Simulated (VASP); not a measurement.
# Sr (Fm-3m) in VASP: settings compared

Sr is run at these levels: PBE, PBE0, r2SCAN0; tasks: relaxation of cell and atoms, single point.

Program: VASP 6.6.1. These are calculated values, not measurements. Logs are shortened: lines on timing, memory, paths and dates and some standing lists are left out, and cuts for length are marked.

## Step 1: The cell of the first run

It takes space group Fm-3m (No. 225, cubic). The conventional cell has a = 6.085 Å, b = 6.085 Å, c = 6.085 Å, α = 90.00°, β = 90.00°, γ = 90.00°. Within 5.6 Å of Sr (site symmetry m-3m) lie 12 Sr at 4.30 Å.

## Step 2: Relaxation of cell and atoms, PBE, target pressure 30 GPa, at which the enthalpy is minimised

Input file INCAR:

```
ALGO = Normal
EDIFF = 1E-6
EDIFFG = -0.01
ENCUT = 600
GGA = PE
IBRION = 2
ISIF = 3
ISMEAR = -1
LASPH = True
LCHARG = False
LREAL = False
LWAVE = False
NELM = 100
NSW = 60
PREC = Accurate
PSTRESS = 300.0
SIGMA = 0.05
```

Input file KPOINTS:

```
k-points
0
Gamma
  8 8 8
```

Input file POSCAR:

```
Sr
1.0
    0.0000000000      3.0423500000      3.0423500000
    3.0423500000      0.0000000000      3.0423500000
    3.0423500000      3.0423500000      0.0000000000
Sr
1
Direct
    0.0000000000      0.0000000000      0.0000000000
```

Potentials or basis: VASP PAW PBE potentials, release 64 (Sr_sv).

The run is started by

```
cat potpaw_PBE.64/Sr_sv/POTCAR > POTCAR
mpirun -np 1 vasp_std > vasp.out
```

OUTCAR:

```text
EDIFF = 1E-6
   EDIFFG = -0.01
   ENCUT = 600
   GGA = PE
   IBRION = 2
   ISIF = 3
   ISMEAR = -1
   LASPH = True
   LREAL = False
   NELM = 100
   NSW = 60
   PREC = Accurate
   PSTRESS = 300.0

 ion  position               nearest neighbor table
   1  0.000  0.000  0.000-

  LATTYP: Found a face centered cubic cell.
 ALAT       =     6.0847000000

  Lattice vectors:

 A1 = (   0.0000000000,   3.0423500000,   3.0423500000)
 A2 = (   3.0423500000,   0.0000000000,   3.0423500000)
 A3 = (   3.0423500000,   3.0423500000,   0.0000000000)

Analysis of symmetry for initial positions (statically):
=====================================================================
 Subroutine PRICEL returns:
 Original cell was already a primitive cell.

 Routine SETGRP: Setting up the symmetry group for a
 face centered cubic supercell.

 Subroutine GETGRP returns: Found 48 space group operations
 (whereof 48 operations were pure point group operations)
 out of a pool of 48 trial point group operations.

The static configuration has the point symmetry O_h .

Analysis of symmetry for dynamics (positions and initial velocities):
=====================================================================
 Subroutine PRICEL returns:
 Original cell was already a primitive cell.

 Routine SETGRP: Setting up the symmetry group for a
 face centered cubic supercell.

 Subroutine GETGRP returns: Found 48 space group operations
 (whereof 48 operations were pure point group operations)
 out of a pool of 48 trial point group operations.

The dynamic configuration has the point symmetry O_h .

 Subroutine INISYM returns: Found 48 space group operations
 (whereof 48 operations are pure point group operations),
 and found     1 'primitive' translations

----------------------------------------------------------------------------------------

                                     Primitive cell

  volume of cell :      56.3193

  direct lattice vectors                    reciprocal lattice vectors
     0.000000000  3.042350000  3.042350000    -0.164346640  0.164346640  0.164346640
     3.042350000  0.000000000  3.042350000     0.164346640 -0.164346640  0.164346640
     3.042350000  3.042350000  0.000000000     0.164346640  0.164346640 -0.164346640

  length of vectors
     4.302532631  4.302532631  4.302532631     0.284656730  0.284656730  0.284656730

  position of ions in fractional coordinates (direct lattice)
     0.000000000  0.000000000  0.000000000

  ion indices of the primitive-cell ions
   primitive index   ion index
                 1           1

----------------------------------------------------------------------------------------

 KPOINTS: k-points

Automatic generation of k-mesh.
 Grid dimensions read from file:
 generate k-points for:    8    8    8

 Generating k-lattice:

  Cartesian coordinates                     Fractional coordinates (reciprocal lattice)
    -0.020543330  0.020543330  0.020543330     0.125000000  0.000000000  0.000000000
     0.020543330 -0.020543330  0.020543330     0.000000000  0.125000000  0.000000000
     0.020543330  0.020543330 -0.020543330     0.000000000  0.000000000  0.125000000

  Length of vectors
     0.035582091  0.035582091  0.035582091

  Shift w.r.t. Gamma in fractional coordinates (k-lattice)
     0.000000000  0.000000000  0.000000000

 Subroutine IBZKPT returns following result:
 ===========================================

 Found     29 irreducible k-points:

 Following reciprocal coordinates:
            Coordinates               Weight
  0.000000  0.000000  0.000000      1.000000
  0.125000  0.000000  0.000000      8.000000
  0.250000  0.000000  0.000000      8.000000
  0.375000  0.000000  0.000000      8.000000
  0.500000  0.000000  0.000000      4.000000
  0.125000  0.125000  0.000000      6.000000
[... 16 lines left out ...]
  0.500000  0.250000  0.125000     48.000000
 -0.375000  0.250000  0.125000     24.000000
 [... further k-points ...]
   k-points           NKPTS =     29   k-points in BZ     NKDIM =     29   number of bands    NBANDS=      9
   number of dos      NEDOS =    301   number of ions     NIONS =      1
   total plane-waves  NPLWV =  46656
   dimension x,y,z NGX =    36 NGY =   36 NGZ =   36
   dimension x,y,z NGXF=    72 NGYF=   72 NGZF=   72
   ions per type =               1
   NGX,Y,Z   is equivalent  to a cutoff of  13.91, 13.91, 13.91 a.u.
   NGXF,Y,Z  is equivalent  to a cutoff of  27.82, 27.82, 27.82 a.u.
 SYSTEM =  unknown system
   PREC   = accura    normal or accurate (medium, high low for compatibility)
   ISTART =      0    job   : 0-new  1-cont  2-samecut
   ICHARG =      2    charge: 1-file 2-atom 10-const
   ISPIN  =      1    spin polarized calculation?
   LNONCOLLINEAR =      F non collinear calculations
   LSORBIT =      F    spin-orbit coupling
   LASPH  =      T    aspherical Exc in radial PAW
   ENCUT  =  600.0 eV  44.10 Ry    6.64 a.u.   8.59  8.59  8.59*2*pi/ulx,y,z
   NELM   =    100;   NELMIN=  2; NELMDL= -5     # of ELM steps
   EDIFF  = 0.1E-05   stopping-criterion for ELM
   LREAL  =      F    real-space projection
   EDIFFG = -.1E-01   stopping-criterion for IOM
   NSW    =     60    number of steps for IOM
   IBRION =      2    ionic relax: 0-MD 1-quasi-New 2-CG
   NFREE  =      1    steps in history (QN), initial steepest desc. (CG)
   ISIF   =      3    stress and relaxation
   ISYM   =      2    0-nonsym 1-usesym 2-fastsym
   POTIM  = 0.5000    time-step for ionic-motion
   TEBEG  =    0.0;   TEEND  =   0.0 temperature during run
   PSTRESS=  300.0 pullay stress
   NELECT =      10.0000    total number of electrons
   NUPDOWN=      -1.0000    fix difference up-down
   EMIN   =  10.00;   EMAX   =-10.00  energy-range for DOS
   EFERMI =   0.00;   METHOD = LEGACY
   ISMEAR =    -1;   SIGMA  =   0.05  broadening in eV -4-tet -1-fermi 0-gaus
   EFERMI_NEDOS =   21; number of points for ismear=-14 and -15
   IALGO  =     38    algorithm
   IMIX   =      4    mixing-type and parameters
     AMIX     =   0.40;   BMIX     =  1.00
     AMIX_MAG =   1.60;   BMIX_MAG =  1.00
  volume/ion in A,a.u.               =      56.32       380.06
  Fermi-wavevector in a.u.,A,eV,Ry     =   0.920144  1.738819 11.519569  0.846664
  Thomas-Fermi vector in A             =   2.045416
   LORBIT       =      0    0 simple, 1 ext, 2 COOP (PROOUT), +10 PAW based schemes
   GGA     = PE    functional components
   LHFCALC =     F    Hartree Fock is set to
   AEXX    =    0.0000 exact exchange contribution
   IVDW    =     0    specifies the selected vdW correction
   LEPSILON=     F    determine dielectric tensor
   LRPA    =     F    only Hartree local field effects (RPA)
 conjugate gradient relaxation of ions
 non-spin polarized calculation
  energy-cutoff  :      600.00
  volume of cell :       56.32
 maximum number of plane-waves:      1895
 NGX is ok and might be reduce to    36
   NGX = 17   NGY = 17   NGZ = 17

--------------------------------------- Ionic step        1  -------------------------------------------

 number of electron      10.0000000 magnetization

 Free energy of the ion-electron system (eV)
  ---------------------------------------------------
  ext. energy  EPLUGINS =         0.00000000
  ---------------------------------------------------
  free energy    TOTEN  =        -1.64474267 eV

  energy without entropy =       -1.63605212  energy(sigma->0) =       -1.64039739

------------------------ aborting loop because EDIFF is reached ----------------------------------------

  FORCE on cell =-STRESS in cart. coord.  units (eV):
  Direction    XX          YY          ZZ          XY          YZ          ZX
  --------------------------------------------------------------------------------------
  -------------------------------------------------------------------------------------
  Total       -0.1135448     -0.1135448     -0.1135448      0.0000000     -0.0000000      0.0000000
  in kB       -3.2301321     -3.2301321     -3.2301321      0.0000000     -0.0000000      0.0000000
  external PRESSURE =    -303.2301321 kB  Pullay stress =     300.0000000 kB

 VOLUME and BASIS-vectors are now :
 -----------------------------------------------------------------------------
  energy-cutoff  :      600.00
  volume of cell :       56.32
      direct lattice vectors                 reciprocal lattice vectors
     0.000000000  3.042350000  3.042350000    -0.164346640  0.164346640  0.164346640
     3.042350000  0.000000000  3.042350000     0.164346640 -0.164346640  0.164346640
     3.042350000  3.042350000  0.000000000     0.164346640  0.164346640 -0.164346640
[... 862 lines left out ...]
  FREE ENERGIE OF THE ION-ELECTRON SYSTEM (eV)
  ---------------------------------------------------
  free  energy   TOTEN  =         0.0285892575 eV

  energy  without entropy=        0.0384431846  energy(sigma->0) =        0.03351622

  enthalpy is  TOTEN    =         4.6683652850 eV   P V=        4.6397760275

--------------------------------------- Ionic step        9  -------------------------------------------

 number of electron      10.0000000 magnetization

 Free energy of the ion-electron system (eV)
  ---------------------------------------------------
  ext. energy  EPLUGINS =         0.00000000
  ---------------------------------------------------
  free energy    TOTEN  =         0.06621987 eV

  energy without entropy =        0.07620688  energy(sigma->0) =        0.07121338

 E-fermi :   5.1959     XC(G=0): -10.3127

 val. band max:        5.1488521276   @ k =  -0.3750   0.2500   0.1250
 cond. band min:       5.2809073354   @ k =  -0.2500   0.3750   0.1250
 fundamental gap:      0.1320552078
 Fermi energy:         5.1958533882

 k-point     1 :       0.0000    0.0000    0.0000
  band No.  band energies     occupation
      1     -30.4668      2.00000
      2     -11.3794      2.00000
      3     -11.3794      2.00000
      4     -11.3794      2.00000
      5       1.3236      2.00000
      6       8.4317      0.00000
      7       8.4317      0.00000
      8       8.4317      0.00000
      9      11.7820      0.00000
[... 298 lines left out ...]
 POSITION                                       TOTAL-FORCE (eV/Angst)
 -----------------------------------------------------------------------------------
      0.00000      0.00000      0.00000         0.000000      0.000000      0.000000
 -----------------------------------------------------------------------------------
    total drift:                               -0.000000      0.000000      0.000000

  FREE ENERGIE OF THE ION-ELECTRON SYSTEM (eV)
  ---------------------------------------------------
  free  energy   TOTEN  =         0.0662198716 eV

  energy  without entropy=        0.0762068796  energy(sigma->0) =        0.07121338

  enthalpy is  TOTEN    =         4.6679590905 eV   P V=        4.6017392189

 reached required accuracy - stopping structural energy minimisation
```

Run time: 95 s. Hardware: 1 thread of Intel Xeon Platinum 8488C (Sapphire Rapids), shared host; peak memory 0.29 GiB.

Results:

```
Free energy                                                : 0.0662 eV
Relaxed volume                                             : 24.58 Å³/atom
Relaxed cell                                               : a = 3.263 Å, b = 3.263 Å, c = 3.263 Å, α = 60.00°, β = 60.00°, γ = 60.00°
Space group after relaxing (to 0.1 Å)                      : Fm-3m (No. 225)
Energy change on relaxing (the run minimises the enthalpy) : +1711.0 meV/atom
Ionic steps                                                : 9
Pressure after relaxing                                    : 30.0 GPa
Band gap on the k mesh                                     : zero (bands 5 and 6 overlap by 1.03 eV)
```

The path:
| step | energy change (eV) | largest force (eV/Å) | pressure (GPa) | volume (Å³) |
| --- | --- | --- | --- | --- |
| 1 | 0.0000 | 0.0000 | -0.32 | 56.32 |
| 2 | 28.2744 | 0.0000 | 1544.19 | 6.46 |
| 3 | 0.0967 | 0.0000 | 3.56 | 44.36 |
| 4 | 0.3198 | 0.0000 | 7.96 | 37.94 |
| 5 | 1.5208 | 0.0000 | 27.11 | 25.65 |
| 6 | 1.6917 | 0.0000 | 29.67 | 24.68 |
| 7 | 1.7801 | 0.0000 | 31.18 | 24.21 |
| 8 | 1.6733 | 0.0000 | 29.38 | 24.78 |
| 9 | 1.7110 | 0.0000 | 29.99 | 24.58 |

Final structure:
```xyz
1
Lattice="0.0000 2.3076 2.3076 2.3076 0.0000 2.3076 2.3076 2.3076 0.0000" Properties=species:S:1:pos:R:3 pbc="T T T"
Sr    0.0000    0.0000    0.0000
```

Caveat: the cell is relaxed towards a set pressure, so the run minimises the enthalpy, not the energy; the volume moved by over 15 % at a fixed basis, so the end points are rough.

## Step 3: Single point, PBE0

POSCAR is that of step 2.

Input file INCAR.step1:

```
SYSTEM = Sr
PREC = Accurate ; ENCUT = 520
EDIFF = 1E-5 ; ISMEAR = -1
SIGMA = 0.05 ; LREAL = .FALSE.
LASPH = .TRUE. ; NELM = 80
ALGO = Normal ; ISIF = 2
LWAVE = .TRUE. ; LCHARG = .FALSE.
NBANDS = 11 ; GGA = PE
```

Input file INCAR.step2:

```
SYSTEM = Sr
PREC = Accurate ; ENCUT = 520
EDIFF = 1E-7 ; ISMEAR = -1
SIGMA = 0.05 ; LREAL = .FALSE.
LASPH = .TRUE. ; NELM = 80
ALGO = Normal ; ISIF = 2
LWAVE = .FALSE. ; LCHARG = .FALSE.
GGA = PE ; LHFCALC = .TRUE.
AEXX = 0.25 ; PRECFOCK = Normal
NBANDS = 11 ; ISTART = 1
```

Input file KPOINTS:

```
Automatic mesh
0
G
  4 4 4
  0 0 0
```

Potentials or basis: VASP PAW PBE potentials, release 64 (Sr_sv).

The run is started by

```
cat potpaw_PBE.64/Sr_sv/POTCAR > POTCAR
cp INCAR.step1 INCAR
mpirun -np 1 vasp_std > vasp.out
cp INCAR.step2 INCAR
mpirun -np 1 vasp_std > vasp.out
```

Wall time 88 s (1 thread of Intel Xeon Platinum 8488C (Sapphire Rapids), shared host); peak memory 0.17 GiB.

It converged, with:

```yaml
Free_energy: -1.7106 eV
Pressure: 0.3 GPa
Band_gap_on_the_k_mesh: zero (bands 5 and 6 overlap by 0.74 eV)
```

Levels at points of the mesh, in eV from the Fermi level:
```
           k point  band 1  band 2  band 3  band 4  band 5  band 6  band 7  band 8  band 9  band 10
(0.00, 0.00, 0.00)  -40.34  -20.91  -20.91  -20.91   -4.98    3.06    3.06    3.06    4.61     4.61
(0.50, 0.00, 0.00)  -40.32  -21.11  -20.94  -20.94   -1.69   -0.70    2.86    2.86    5.70     5.70
(0.50, 0.50, 0.00)  -40.32  -21.09  -20.98  -20.98   -1.18    0.90    1.11    5.71    5.74     6.03
```

Caveat: the k points lie up to 0.45 Å⁻¹ apart, too coarse for converged energies and pressures of a metal; the PAW data sets were made with another functional, which shifts forces and pressure a little.

## Step 4: Single point, r2SCAN0

POSCAR is that of step 3.

Input file INCAR.step1:

```
SYSTEM = Sr
PREC = Accurate
ENCUT = 520
EDIFF = 1E-5
ISMEAR = -1
SIGMA = 0.05
LREAL = .False.
LASPH = .True.
NELM = 60
ALGO = Normal
ISIF = 2
LWAVE = .True.
LCHARG = .False.
NBANDS = 11
GGA = PE
```

Input file INCAR.step2:

```
SYSTEM = Sr
PREC = Accurate
ENCUT = 520
EDIFF = 1E-7
ISMEAR = -1
SIGMA = 0.05
LREAL = .False.
LASPH = .True.
NELM = 60
ALGO = Normal
ISIF = 2
LWAVE = .False.
LCHARG = .False.
METAGGA = R2SCAN
LHFCALC = .True.
AEXX = 0.25
LMIXTAU = .True.
PRECFOCK = Normal
NBANDS = 11
ISTART = 1
```

Input file KPOINTS:

```
regular mesh
0
Gamma
  4 4 4
  0 0 0
```

The run is started by

```
cat potpaw_PBE.64/Sr_sv/POTCAR > POTCAR
cp INCAR.step1 INCAR
mpirun -np 1 vasp_std > vasp.out
cp INCAR.step2 INCAR
mpirun -np 1 vasp_std > vasp.out
```

It took 2.2 min on 1 thread of Intel Xeon Platinum 8488C (Sapphire Rapids), shared host; peak memory 0.19 GiB.

Results (log left out):

```
Free energy            : -11.9384 eV
Pressure               : 0.6 GPa
Band gap on the k mesh : zero (bands 5 and 6 overlap by 0.83 eV)
```

Levels at points of the mesh, in eV from the Fermi level:
```csv
k point,band 1,band 2,band 3,band 4,band 5,band 6,band 7,band 8,band 9,band 10
"(0.00, 0.00, 0.00)",-41.30,-21.45,-21.45,-21.45,-5.14,3.21,3.21,3.21,4.81,4.81
"(0.50, 0.00, 0.00)",-41.29,-21.65,-21.48,-21.48,-1.73,-0.80,2.99,2.99,5.96,5.96
"(0.50, 0.50, 0.00)",-41.28,-21.64,-21.52,-21.52,-1.17,0.93,1.03,5.88,5.95,6.18
```

Caveat: the k points lie up to 0.45 Å⁻¹ apart, too coarse for converged energies and pressures of a metal; the PAW data sets were made with another functional, which shifts forces and pressure a little.

## Step 5: Summary

| task | level | cell | k mesh | cutoff (eV) | grid for exact exchange (PRECFOCK) | share of exact exchange | gap on the mesh (eV) | pressure (GPa) |
| --- | --- | --- | --- | --- | --- | --- | --- | --- |
| relaxation of cell and atoms | PBE | relaxed to 30 GPa | 8 × 8 × 8 | 600 | - | - | none | 30.0 |
| single point | PBE0 | as given | 4 × 4 × 4 | 520 | Normal | 0.25 | none | 0.3 |
| single point | r2SCAN0 | as given | 4 × 4 × 4 | 520 | Normal | 0.25 | none | 0.6 |

Alike in all rows: potentials or basis VASP PAW PBE potentials, release 64 (Sr_sv); no spin polarisation; smearing fermi-dirac 0.05 eV.

Caveats: some runs use coarse meshes; the PAW data sets were made with another functional, which shifts forces and pressure a little (at least some runs); the cell is relaxed towards a set pressure, so the run minimises the enthalpy, not the energy (at least some runs); the volume moved by over 15 % at a fixed basis, so the end points are rough (at least some runs).

Total energies depend on the potentials used, so only differences within one code and one set of settings carry meaning.

The gap in the log of VASP goes by the Fermi energy; the results here count the filled bands.